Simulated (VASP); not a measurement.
The system is Nb.

```
CELL_PARAMETERS angstrom
3.53155 0.00000 0.00000
1.51620 4.07190 0.00000
-0.58751 -0.69758 2.85978
ATOMIC_POSITIONS crystal
Nb 0.10545 0.81562 0.05626
Nb 0.65686 0.38149 0.07178
```

The cell was generated, and may not be a known phase.

* Program: VASP 6.6.1
* Task: relaxation of cell and atoms
* Functional: PBE
* Potentials or basis: VASP PAW PBE potentials, release 64 (Nb_sv)
* Cutoff: 600 eV
* k mesh: 6 × 4 × 6
* Occupations: gaussian, width 0.1 eV
* Spin: no spin polarisation

At the start: pressure 9.4 GPa; volume 20.56 Å³/atom.

Q: How do energy, volume and symmetry change on relaxing?

A: Over 20 steps the energy falls by 1305.4 meV/atom and the volume is 17.98 Å³/atom (-12.6 %); space group P-1 (No. 2, to 0.1 Å) before, C2/m (No. 12, to 0.1 Å).

The path:
```csv
step,energy change (eV),largest force (eV/Å),pressure (GPa),volume (Å³)
1,0.0000,2.9518,9.43,41.12
2,-1.2411,0.6233,-21.51,46.44
3,-1.3632,0.7817,-17.14,44.74
4,-1.8836,1.2279,21.57,33.44
5,-2.0806,1.1470,3.04,36.74
6,-2.3411,0.5867,1.01,36.49
7,-2.4925,0.7919,6.60,35.06
8,-2.5590,0.3263,1.99,35.78
9,-2.5630,0.3708,2.81,35.63
10,-2.5758,0.0860,-6.25,37.47
11,-2.5886,0.1925,-2.72,36.68
12,-2.6090,0.0567,0.75,35.84
13,-2.6096,0.0226,0.19,35.95
14,-2.6096,0.0189,0.15,35.97
15,-2.6106,0.0186,-0.18,36.02
16,-2.6106,0.0187,-0.23,36.03
17,-2.6105,0.0194,-0.35,36.06
18,-2.6106,0.0188,-0.28,36.04
19,-2.6107,0.0061,0.47,35.87
20,-2.6108,0.0121,0.13,35.95
```

Final structure:
```cif
data_structure
_symmetry_space_group_name_H-M 'P 1'
_symmetry_Int_Tables_number 1
_cell_length_a 2.8178
_cell_length_b 5.4762
_cell_length_c 2.8252
_cell_angle_alpha 119.915
_cell_angle_beta 107.847
_cell_angle_gamma 82.706
_cell_volume 35.95
loop_
_atom_site_label
_atom_site_type_symbol
_atom_site_fract_x
_atom_site_fract_y
_atom_site_fract_z
_atom_site_occupancy
Nb1 Nb 0.13139 0.84837 0.06386 1
Nb2 Nb 0.63092 0.34874 0.06419 1
```

Caveat: the k points lie up to 0.41 Å⁻¹ apart in the final cell, too coarse for converged energies and pressures of a metal; a cell axis changed by over 15 % at a fixed basis, so the end point is rough.
